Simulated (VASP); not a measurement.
A run of VASP 6.6.1 is set up as follows.

Contents of INCAR:

```
ALGO = Normal ; EDIFF = 1E-6
ENCUT = 500 ; GGA = PE
GGA_COMPAT = False ; ISIF = 2
ISMEAR = 0 ; ISPIN = 2
LASPH = True ; LCHARG = True
LELF = True ; LMAXMIX = 4
LORBIT = 11 ; LREAL = False
LVHAR = True ; LWAVE = False
MAGMOM = 4 0 ; NBANDS = 20
NELM = 200 ; PREC = Accurate
SIGMA = 0.05
```

KPOINTS

```
k-points
0
Gamma
  8 8 8
```

The input POSCAR:

```
MnS
1.0
    1.8299960138      1.0565486912      2.9709202777
   -1.8299960138      1.0565486912      2.9709202777
    0.0000000000     -2.1130973823      2.9709202777
Mn S
1 1
Direct
    0.0000000000      0.0000000000      0.0000000000
    0.5000000000      0.5000000000      0.5000000000
```

Potentials or basis: VASP PAW PBE potentials, release 64 (Mn_pv, S).

Launch:

```sh
$ cat potpaw_PBE.64/Mn_pv/POTCAR potpaw_PBE.64/S/POTCAR > POTCAR
$ mpirun -np 1 vasp_std > vasp.out
```

**Question.** Estimate the net moment.

**Answer.** 4.67 μB per cell.

**Question.** What does it give for the pressure?

**Answer.** -1.5 GPa.

**Question.** Estimate the site moments.

**Answer.** Mn +4.23; S +0.10 μB.

Stress tensor (GPa, compression positive):
```
-1.66  0.00  0.00
 0.00 -1.66  0.00
 0.00  0.00 -1.20
```

Caveat: a cell with one magnetic atom can't hold antiferromagnetic order, which such compounds often take.
